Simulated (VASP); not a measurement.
Here is a VASP 6.6.1 calculation.

Contents of INCAR:

```
PREC     = Accurate       # precision mode
ENCUT    = 520            # plane-wave cutoff, eV
EDIFF    = 1E-6           # SCF threshold, eV
ISMEAR   = -1             # smearing method
SIGMA    = 0.05           # smearing width, eV
LREAL    = False          # projectors in reciprocal space
LASPH    = True           # aspherical terms in the spheres
NELM     = 100            # most SCF steps
ALGO     = Normal         # electronic algorithm
ISIF     = 2              # what is computed and relaxed
LWAVE    = False          # write WAVECAR
LCHARG   = True           # write CHGCAR
LELF     = True           # ELF
LVHAR    = True         
NBANDS   = 56             # bands
```

Contents of KPOINTS:

```
regular mesh
0
Gamma
  5 6 5
```

The input POSCAR:

```
HfO2
1.0
    5.1489214240      0.0000000000      0.0000000000
    0.0000000000      4.9371234566      0.0000000000
    0.0000000000      0.0000000000      4.9646674546
Hf O
4 8
Direct
    0.9669940000      0.7325208200      0.7414403500
    0.5330060000      0.7325208200      0.2414403500
    0.4669940000      0.2674791800      0.7414403500
    0.0330060000      0.2674791800      0.2414403500
    0.6321274500      0.9286454000      0.8792672600
    0.8678725500      0.9286454000      0.3792672600
    0.2339485200      0.5398830500      0.4922923900
    0.2660514800      0.5398830500      0.9922923900
    0.7660514800      0.4601169500      0.9922923900
    0.7339485200      0.4601169500      0.4922923900
    0.1321274500      0.0713546000      0.8792672600
    0.3678725500      0.0713546000      0.3792672600
```

Potentials or basis: VASP PAW LDA potentials, release 64 (Hf_pv, O).

Launch:

```bash
$ cat potpaw_LDA.64/Hf_pv/POTCAR potpaw_LDA.64/O/POTCAR > POTCAR
$ mpirun -np 1 vasp_std > vasp.out
```

Question: Estimate the pressure.

Answer: 3.7 GPa.

Question: Estimate the largest force.

Answer: 0.208 eV/Å.

Question: What does it give for the band gap on the k mesh?

Answer: 4.39 eV, indirect (least direct gap 4.60 eV).

Forces on the atoms (eV/Å):
```
Hf   0.018 -0.179  0.105
Hf  -0.018 -0.179  0.105
Hf   0.018  0.179  0.105
Hf  -0.018  0.179  0.105
O    0.005 -0.084  0.020
O   -0.005 -0.084  0.020
O    0.071  0.056 -0.126
O   -0.071  0.056 -0.126
O   -0.071 -0.056 -0.126
O    0.071 -0.056 -0.126
O    0.005  0.084  0.020
O   -0.005  0.084  0.020
```

Caveat: spin-orbit coupling is left out, which moves the levels of the heavy elements. A hybrid or GW would open this gap; LDA tends to underestimate it.
